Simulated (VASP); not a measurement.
A run of VASP 6.6.1 is set up as follows.

File INCAR:

```
SYSTEM = InP
ALGO = Normal ; EDIFF = 1E-6
ENCUT = 500 ; GGA = PE
GGA_COMPAT = .False. ; ISIF = 2
ISMEAR = 0 ; LASPH = .True.
LCHARG = .False. ; LREAL = .False.
LWAVE = .False. ; NBANDS = 16
NELM = 120 ; PREC = Accurate
SIGMA = 0.02
```

Contents of KPOINTS:

```
k-points
0
Gamma
  8 8 8
  0 0 0
```

Contents of POSCAR:

```
InP
1.0
    0.0000000000      2.9799784721      2.9799784721
    2.9799784721      0.0000000000      2.9799784721
    2.9799784721      2.9799784721      0.0000000000
In P
1 1
Direct
    0.0000000000      0.0000000000      0.0000000000
    0.2500000000      0.2500000000      0.2500000000
```

Potentials or basis: VASP PAW PBE potentials, release 64 (In_d, P).

Run with:

```console
$ cat potpaw_PBE.64/In_d/POTCAR potpaw_PBE.64/P/POTCAR > POTCAR
$ mpirun -np 1 vasp_std > vasp.out
```

Task: Estimate the band gap on the k mesh.

Result: 0.44 eV, direct.

Task: What does it give for the pressure?

Result: -0.1 GPa.

Caveat: spin-orbit coupling is left out, which moves the levels of the heavy elements. PBE gaps usually lie below the measured ones, often by a third to a half.
